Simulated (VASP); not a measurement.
# Li4TmGe (Pmmm) in VASP: further runs

The runs below take Li4TmGe through single point, with PBE.

Program: VASP 6.6.1. These are calculated values, not measurements. Logs are shortened: lines on timing, memory, paths and dates and some standing lists are left out, and cuts for length are marked.

## Step 1: The cell of the first run

Symmetry: Pmmm, No. 47, orthorhombic system. The conventional cell has a = 3.412 Å, b = 4.733 Å, c = 7.990 Å, α = 90.00°, β = 90.00°, γ = 90.00°. Li (site symmetry mm2) has 2 Ge at 2.87 Å and 7 Li at 2.94 to 3.41 Å and 2 Tm at 3.30 Å within 3.8 Å. Li (site symmetry mm2) has 7 Li at 2.58 to 3.41 Å and 2 Tm at 3.20 Å and 2 Ge at 3.59 Å within 3.6 Å. Within 3.8 Å of Tm (site symmetry mmm) lie 4 Ge at 2.92 Å and 8 Li at 3.20 to 3.30 Å and 2 Tm at 3.41 Å. Ge (site symmetry mmm) has 8 Li at 2.87 to 3.59 Å and 4 Tm at 2.92 Å and 2 Ge at 3.41 Å within 3.8 Å.

The cell was built from a structure type or drawn by symmetry, and may not be a known phase.

## Step 2: Single point, PBE

The input, INCAR:

```
SYSTEM = Li4TmGe
  PREC = Accurate
  ENCUT = 750
  EDIFF = 1E-6
  ISMEAR = 0
  SIGMA = 0.1
  LREAL = .FALSE.
  LASPH = .TRUE.
  NELM = 200
  ALGO = Normal
  ISIF = 2
  LWAVE = .FALSE.
  LCHARG = .FALSE.
  GGA = PE
  NBANDS = 26
  GGA_COMPAT = .FALSE.
  LMAXMIX = 6
```

The input, KPOINTS:

```
Automatic mesh
0
G
  10 8 4
  0 0 0
```

The input, POSCAR:

```
Li4TmGe
1.0
    3.4123415950      0.0000000000      0.0000000000
    0.0000000000      4.7334046872      0.0000000000
    0.0000000000      0.0000000000      7.9899087138
Li Tm Ge
4 1 1
Direct
    0.5000000000      0.5000000000      0.7112999051
    0.5000000000      0.5000000000      0.2887000949
    0.0000000000      0.0000000000      0.6613996346
    0.0000000000      0.0000000000      0.3386003654
    0.5000000000      0.0000000000      0.0000000000
    0.0000000000      0.5000000000      0.0000000000
```

Potentials or basis: VASP PAW PBE potentials, release 64 (Li_sv, Tm_3, Ge_d), 4f in core.

Run with:

```
> cat potpaw_PBE.64/Li_sv/POTCAR potpaw_PBE.64/Tm_3/POTCAR potpaw_PBE.64/Ge_d/POTCAR > POTCAR
> mpirun -np 1 vasp_std > vasp.out
```

OUTCAR:

```text
SYSTEM = Li4TmGe
   PREC = Accurate
   ENCUT = 750
   EDIFF = 1E-6
   ISMEAR = 0
   LREAL = .FALSE.
   LASPH = .TRUE.
   NELM = 200
   ISIF = 2
   GGA = PE

 ion  position               nearest neighbor table
   1  0.500  0.500  0.711-
   2  0.500  0.500  0.289-
   3  0.000  0.000  0.661-   4 2.58   5 3.20   5 3.20
   4  0.000  0.000  0.339-   3 2.58   5 3.20   5 3.20
   5  0.500  0.000  0.000-   6 2.92   6 2.92   6 2.92   6 2.92   3 3.20   4 3.20   3 3.20   4 3.20

   6  0.000  0.500  0.000-   5 2.92   5 2.92   5 2.92   5 2.92

  LATTYP: Found a simple orthorhombic cell.
 ALAT       =     3.4123415950
 B/A-ratio  =     1.3871426865
 C/A-ratio  =     2.3414738798

  Lattice vectors:

 A1 = (   3.4123415950,   0.0000000000,   0.0000000000)
 A2 = (   0.0000000000,   4.7334046872,   0.0000000000)
 A3 = (   0.0000000000,   0.0000000000,   7.9899087138)

Analysis of symmetry for initial positions (statically):
=====================================================================
 Subroutine PRICEL returns:
 Original cell was already a primitive cell.

 Routine SETGRP: Setting up the symmetry group for a
 simple orthorhombic supercell.

 Subroutine GETGRP returns: Found  8 space group operations
 (whereof  8 operations were pure point group operations)
 out of a pool of  8 trial point group operations.

The static configuration has the point symmetry D_2h.

Analysis of symmetry for dynamics (positions and initial velocities):
=====================================================================
 Subroutine PRICEL returns:
 Original cell was already a primitive cell.

 Routine SETGRP: Setting up the symmetry group for a
 simple orthorhombic supercell.

 Subroutine GETGRP returns: Found  8 space group operations
 (whereof  8 operations were pure point group operations)
 out of a pool of  8 trial point group operations.

The dynamic configuration has the point symmetry D_2h.

 Subroutine INISYM returns: Found  8 space group operations
 (whereof  8 operations are pure point group operations),
 and found     1 'primitive' translations

----------------------------------------------------------------------------------------

                                     Primitive cell

  volume of cell :     129.0530

  direct lattice vectors                    reciprocal lattice vectors
     3.412341595  0.000000000  0.000000000     0.293053896  0.000000000  0.000000000
     0.000000000  4.733404687  0.000000000     0.000000000  0.211264421  0.000000000
     0.000000000  0.000000000  7.989908714     0.000000000  0.000000000  0.125157875

  length of vectors
     3.412341595  4.733404687  7.989908714     0.293053896  0.211264421  0.125157875

  position of ions in fractional coordinates (direct lattice)
     0.500000000  0.500000000  0.711299905
     0.500000000  0.500000000  0.288700095
     0.000000000  0.000000000  0.661399635
     0.000000000  0.000000000  0.338600365
     0.500000000  0.000000000  0.000000000
     0.000000000  0.500000000  0.000000000

  ion indices of the primitive-cell ions
   primitive index   ion index
                 1           1
                 2           2
                 3           3
                 4           4
                 5           5
                 6           6

----------------------------------------------------------------------------------------

 KPOINTS: Automatic mesh

Automatic generation of k-mesh.
 Grid dimensions read from file:
 generate k-points for:   10    8    4

 Generating k-lattice:

  Cartesian coordinates                     Fractional coordinates (reciprocal lattice)
     0.029305390  0.000000000  0.000000000     0.100000000  0.000000000  0.000000000
     0.000000000  0.026408053  0.000000000     0.000000000  0.125000000  0.000000000
     0.000000000  0.000000000  0.031289469     0.000000000  0.000000000  0.250000000

  Length of vectors
     0.029305390  0.026408053  0.031289469

  Shift w.r.t. Gamma in fractional coordinates (k-lattice)
     0.000000000  0.000000000  0.000000000

 Subroutine IBZKPT returns following result:
 ===========================================

 Found     90 irreducible k-points:

 Following reciprocal coordinates:
            Coordinates               Weight
  0.000000  0.000000  0.000000      1.000000
  0.100000  0.000000  0.000000      2.000000
  0.200000  0.000000  0.000000      2.000000
  0.300000  0.000000  0.000000      2.000000
  0.400000  0.000000  0.000000      2.000000
  0.500000  0.000000  0.000000      1.000000
[... 16 lines left out ...]
  0.400000  0.375000  0.000000      4.000000
  0.500000  0.375000  0.000000      2.000000
 [... further k-points ...]
   k-points           NKPTS =     90   k-points in BZ     NKDIM =     90   number of bands    NBANDS=     26
   number of dos      NEDOS =    301   number of ions     NIONS =      6
   total plane-waves  NPLWV =  90720
   dimension x,y,z NGX =    30 NGY =   42 NGZ =   72
   dimension x,y,z NGXF=    60 NGYF=   84 NGZF=  144
   ions per type =               4   1   1
   NGX,Y,Z   is equivalent  to a cutoff of  14.62, 14.75, 14.98 a.u.
   NGXF,Y,Z  is equivalent  to a cutoff of  29.23, 29.50, 29.96 a.u.
 SYSTEM =  Li4TmGe
   PREC   = accura    normal or accurate (medium, high low for compatibility)
   ISTART =      0    job   : 0-new  1-cont  2-samecut
   ICHARG =      2    charge: 1-file 2-atom 10-const
   ISPIN  =      1    spin polarized calculation?
   LNONCOLLINEAR =      F non collinear calculations
   LSORBIT =      F    spin-orbit coupling
   LASPH  =      T    aspherical Exc in radial PAW
   ENCUT  =  750.0 eV  55.12 Ry    7.42 a.u.   7.62 10.57 17.84*2*pi/ulx,y,z
   NELM   =    200;   NELMIN=  2; NELMDL= -5     # of ELM steps
   EDIFF  = 0.1E-05   stopping-criterion for ELM
   LREAL  =      F    real-space projection
   EDIFFG = 0.1E-04   stopping-criterion for IOM
   NSW    =      0    number of steps for IOM
   IBRION =     -1    ionic relax: 0-MD 1-quasi-New 2-CG
   NFREE  =      0    steps in history (QN), initial steepest desc. (CG)
   ISIF   =      2    stress and relaxation
   ISYM   =      2    0-nonsym 1-usesym 2-fastsym
   POTIM  = 0.5000    time-step for ionic-motion
   TEBEG  =    0.0;   TEEND  =   0.0 temperature during run
   PSTRESS=    0.0 pullay stress
   NELECT =      35.0000    total number of electrons
   NUPDOWN=      -1.0000    fix difference up-down
   EMIN   =  10.00;   EMAX   =-10.00  energy-range for DOS
   EFERMI =   0.00;   METHOD = LEGACY
   ISMEAR =     0;   SIGMA  =   0.10  broadening in eV -4-tet -1-fermi 0-gaus
   EFERMI_NEDOS =   21; number of points for ismear=-14 and -15
   IALGO  =     38    algorithm
   IMIX   =      4    mixing-type and parameters
     AMIX     =   0.40;   BMIX     =  1.00
     AMIX_MAG =   1.60;   BMIX_MAG =  1.00
  volume/ion in A,a.u.               =      21.51       145.15
  Fermi-wavevector in a.u.,A,eV,Ry     =   1.059680  2.002505 15.278286  1.122922
  Thomas-Fermi vector in A             =   2.195034
   LORBIT       =      0    0 simple, 1 ext, 2 COOP (PROOUT), +10 PAW based schemes
   GGA     = PE    functional components
   LHFCALC =     F    Hartree Fock is set to
   AEXX    =    0.0000 exact exchange contribution
   IVDW    =     0    specifies the selected vdW correction
   LEPSILON=     F    determine dielectric tensor
   LRPA    =     F    only Hartree local field effects (RPA)
 non-spin polarized calculation
 Gauss-broadening in eV      SIGMA  =   0.10
  energy-cutoff  :      750.00
  volume of cell :      129.05
 maximum number of plane-waves:      6044
   NGX = 15   NGY = 21   NGZ = 35

 number of electron      35.0000000 magnetization

 Free energy of the ion-electron system (eV)
  ---------------------------------------------------
  ext. energy  EPLUGINS =         0.00000000
  ---------------------------------------------------
  free energy    TOTEN  =       -17.51683525 eV

  energy without entropy =      -17.50324680  energy(sigma->0) =      -17.51004102

 E-fermi :   2.0199     XC(G=0):  -8.2733

 val. band max:        2.0134461172   @ k =   0.4000   0.3750   0.2500
 cond. band min:       2.0380453123   @ k =   0.2000   0.3750   0.5000
 fundamental gap:      0.0245991950
 Fermi energy:         2.0198862093

 k-point     1 :       0.0000    0.0000    0.0000
  band No.  band energies     occupation
      1     -44.6431      2.00000
      2     -44.6371      2.00000
      3     -44.6247      2.00000
      4     -44.6118      2.00000
      5     -23.5107      2.00000
      6     -23.4636      2.00000
[... 18 lines left out ...]
     25       5.9947      0.00000
     26       7.2229      0.00000

 k-point     2 :       0.1000    0.0000    0.0000
  band No.  band energies     occupation
      1     -44.6425      2.00000
      2     -44.6367      2.00000
      3     -44.6250      2.00000
      4     -44.6120      2.00000
      5     -23.5069      2.00000
      6     -23.4629      2.00000
[... 18 lines left out ...]
     25       6.1039      0.00000
     26       7.3499      0.00000

 k-point     3 :       0.2000    0.0000    0.0000
  band No.  band energies     occupation
      1     -44.6408      2.00000
      2     -44.6354      2.00000
      3     -44.6259      2.00000
      4     -44.6124      2.00000
      5     -23.4971      2.00000
      6     -23.4612      2.00000
[... 18 lines left out ...]
     25       6.7555      0.00000
     26       6.8031      0.00000

 k-point     4 :       0.3000    0.0000    0.0000
  band No.  band energies     occupation
      1     -44.6382      2.00000
      2     -44.6338      2.00000
      3     -44.6274      2.00000
      4     -44.6131      2.00000
      5     -23.4869      2.00000
      6     -23.4850      2.00000
[... 18 lines left out ...]
     25       6.3057      0.00000
     26       7.0337      0.00000
[... 496 lines left out ...]
      1     -44.6349      2.00000
      2     -44.6325      2.00000
      3     -44.6307      2.00000
      4     -44.6143      2.00000
      5     -23.4842      2.00000
      6     -23.4812      2.00000
[... 18 lines left out ...]
     25       6.2471      0.00000
     26       6.4890      0.00000

 k-point    23 :       0.4000    0.3750    0.0000
  band No.  band energies     occupation
      1     -44.6335      2.00000
      2     -44.6319      2.00000
      3     -44.6312      2.00000
      4     -44.6141      2.00000
      5     -23.5688      2.00000
      6     -23.4736      2.00000
[... 18 lines left out ...]
     25       5.7979      0.00000
     26       6.4340      0.00000

 k-point    24 :       0.5000    0.3750    0.0000
  band No.  band energies     occupation
      1     -44.6326      2.00000
      2     -44.6318      2.00000
      3     -44.6317      2.00000
      4     -44.6140      2.00000
      5     -23.6026      2.00000
      6     -23.4695      2.00000
[... 18 lines left out ...]
     25       5.6874      0.00000
     26       5.9276      0.00000

 [... further k-points ...]
[... 5 lines left out ...]
  --------------------------------------------------------------------------------------
  -------------------------------------------------------------------------------------
  Total        0.0821789      0.0838092      0.0205920     -0.0000000      0.0000000      0.0000000
  in kB        1.0202418      1.0404818      0.2556478     -0.0000000      0.0000000      0.0000000
  external PRESSURE =       0.7721238 kB  Pullay stress =       0.0000000 kB

 VOLUME and BASIS-vectors are now :
 -----------------------------------------------------------------------------
  energy-cutoff  :      750.00
  volume of cell :      129.05
      direct lattice vectors                 reciprocal lattice vectors
     3.412341595  0.000000000  0.000000000     0.293053896  0.000000000  0.000000000
     0.000000000  4.733404687  0.000000000     0.000000000  0.211264421  0.000000000
     0.000000000  0.000000000  7.989908714     0.000000000  0.000000000  0.125157875

 POSITION                                       TOTAL-FORCE (eV/Angst)
 -----------------------------------------------------------------------------------
      1.70617      2.36670      5.68322         0.000000     -0.000000     -0.002889
      1.70617      2.36670      2.30669         0.000000     -0.000000      0.002889
      0.00000      0.00000      5.28452         0.000000      0.000000     -0.008616
      0.00000      0.00000      2.70539        -0.000000      0.000000      0.008616
      1.70617      0.00000      0.00000         0.000000      0.000000      0.000000
      0.00000      2.36670      0.00000         0.000000      0.000000      0.000000
 -----------------------------------------------------------------------------------
    total drift:                                0.000000      0.000000      0.000000

  FREE ENERGIE OF THE ION-ELECTRON SYSTEM (eV)
  ---------------------------------------------------
  free  energy   TOTEN  =       -17.5168352454 eV

  energy  without entropy=      -17.5032468007  energy(sigma->0) =      -17.51004102
```

Run time: 4.3 min. Hardware: 1 thread of AMD EPYC 9R45 (Zen 5), shared host; peak memory 0.62 GiB.

Results:

| Item | Value |
| --- | --- |
| Free energy | -17.5168 eV |
| Pressure | 0.1 GPa |
| Largest force | 0.009 eV/Å |
| Band gap on the k mesh | zero (an odd number of electrons rules out a gap without spin polarisation) |

Forces on the atoms (eV/Å):
```
Li   0.000  0.000 -0.003
Li   0.000  0.000  0.003
Li   0.000  0.000 -0.009
Li   0.000  0.000  0.009
Tm   0.000  0.000  0.000
Ge   0.000  0.000  0.000
```

Stress tensor (GPa, compression positive):
```
0.10 0.00 0.00
0.00 0.10 0.00
0.00 0.00 0.03
```

Levels at points of the mesh, in eV from the Fermi level:
```
           k point  band 15  band 16  band 17  band 18  band 19  band 20
(0.00, 0.00, 0.00)    -2.76    -0.97    -0.85     0.52     0.66     2.17
(0.50, 0.00, 0.00)    -2.18    -2.07    -0.75     0.24     0.90     2.07
(0.00, 0.50, 0.00)    -2.84    -1.33    -1.21    -0.59     1.14     1.20
(0.50, 0.50, 0.00)    -1.05    -1.00    -0.90    -0.25     0.69     0.82
(0.00, 0.00, 0.50)    -1.61    -1.29    -0.77    -0.19     0.18     3.01
(0.50, 0.00, 0.50)    -2.21    -2.17    -0.55     0.31     0.96     1.99
(0.00, 0.50, 0.50)    -3.04    -1.66    -0.41    -0.26     1.14     1.36
(0.50, 0.50, 0.50)    -1.22    -1.04    -0.44    -0.26    -0.07     0.75
```

Caveat: spin-orbit coupling is left out, which moves the levels of the heavy elements; the 4f electrons are frozen in the core, so they carry no moment and show no levels.

[end of part 1 of 2]
